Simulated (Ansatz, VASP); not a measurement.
One calculation of PbS, two programs

POSCAR

```
PbS
1.0
    0.0000000000      2.9650000000      2.9650000000
    2.9650000000      0.0000000000      2.9650000000
    2.9650000000      2.9650000000      0.0000000000
Pb S
1 1
Direct
    0.0000000000      0.0000000000      0.0000000000
    0.5737774030      0.5737774030      0.4262225970
```

INCAR.step1

```
ALGO     = Normal         # electronic algorithm
EDIFF    = 1E-4           # SCF threshold, eV
ENCUT    = 520            # plane-wave cutoff, eV
GGA      = PE             # functional
ISMEAR   = 0              # smearing method
LASPH    = True           # aspherical terms in the spheres
LCHARG   = False          # write CHGCAR
LREAL    = False          # projectors in reciprocal space
LWAVE    = True           # write WAVECAR
NBANDS   = 17             # bands
NELM     = 60             # most SCF steps
PREC     = Accurate       # precision mode
SIGMA    = 0.05           # smearing width, eV
```

The input INCAR.step2:

```
ALGO     = Normal         # electronic algorithm
EDIFF    = 1E-6           # SCF threshold, eV
ENCUT    = 520            # plane-wave cutoff, eV
ISIF     = 2              # what is computed and relaxed
ISMEAR   = 0              # smearing method
ISTART   = 1            
LASPH    = True           # aspherical terms in the spheres
LCHARG   = False          # write CHGCAR
LMIXTAU  = True         
LREAL    = False          # projectors in reciprocal space
LWAVE    = False          # write WAVECAR
METAGGA  = R2SCAN         # meta-GGA
NBANDS   = 17             # bands
NELM     = 60             # most SCF steps
PREC     = Accurate       # precision mode
SIGMA    = 0.05           # smearing width, eV
```

File KPOINTS:

```
k-points
0
Gamma
  8 8 8
```

Input for Ansatz:

```yaml
crystal:
  lattice:
    - [0.0, 2.965, 2.965]
    - [2.965, 0.0, 2.965]
    - [2.965, 2.965, 0.0]
  atoms:
    - { symbol: Pb, position: [0.0, 0.0, 0.0] }
    - { symbol: S, position: [0.573777403, 0.573777403, 0.426222597] }
basis:
  ecutwfc: 500
kpoints:
  mp_grid: { grid: [8, 8, 8] }
hamiltonian:
  xc: r2scan
scf:
  occupations: { method: gaussian, width: 0.05 }
output:
  forces: true
  stress: true
  eigenvalues: true
```

Change from the starting cell: all S atoms moved +0.438 Å, as atom 2 along Cartesian [0 0 1].

Alike in both runs: task single point; functional r2SCAN; k mesh 8 × 8 × 8; occupations gaussian, width 0.05 eV; no spin polarisation.

```csv
,VASP,Ansatz
version,VASP 6.6.1,Ansatz 0.2.0
potentials or method,"VASP PAW PBE potentials, release 64 (Pb_d, S), cutoff 520 eV","scalar-relativistic, plane waves, PAW"
valence electrons in the cell,20,20
```

```csv
,VASP,Ansatz,Ansatz less VASP
gap on the k mesh at the Fermi level (eV),1.51,1.51,-0.002
least direct gap on the mesh (eV),1.51,1.51,-0.002
pressure (GPa),4.8,4.9,+0.01
"traceless stress, the component that is largest in VASP (GPa)",5.93,5.93,-0.004
rms of the force components (eV/Å),0.714,0.709,-0.0045
```

VASP's potentials were made for PBE, not for r2SCAN. Atom by atom the forces differ by 0.005 eV/Å (rms over components).

Neither program's run includes spin-orbit coupling.
